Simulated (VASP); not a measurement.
A run of VASP 6.6.1:

File INCAR:

```
  PREC = Accurate
  ENCUT = 520
  EDIFF = 1E-7
  ISMEAR = 0
  SIGMA = 0.05
  LREAL = False
  LASPH = True
  NELM = 80
  ALGO = Normal
  ISIF = 2
  LWAVE = False
  LCHARG = False
  GGA = PE
  IVDW = 12
  NBANDS = 11
```

The input KPOINTS:

```
regular mesh
0
Gamma
  15 15 15
```

POSCAR

```
C
1.0
    1.1251918219      0.6496298013      3.9867532204
   -1.1251918219      0.6496298013      3.9867532204
    0.0000000000     -1.2992596025      3.9867532204
C
2
Direct
    0.1640000000      0.1640000000      0.1640000000
    0.8360000000      0.8360000000      0.8360000000
```

Potentials or basis: VASP PAW PBE potentials, release 64 (C).

Run with:

```console
$ cat potpaw_PBE.64/C/POTCAR > POTCAR
$ mpirun -np 1 vasp_std > vasp.out
```

Hardware: 1 thread of Intel(R) Xeon(R) Platinum 8375C CPU @ 2.90GHz (Ice Lake), on a shared host.

Q: How long does it take, and how much memory?

A: Run time: 66 s on 1 thread of Intel(R) Xeon(R) Platinum 8375C CPU @ 2.90GHz (Ice Lake), on a shared host, peak memory 0.21 GiB. Counts: scf iterations 13, k points 344.
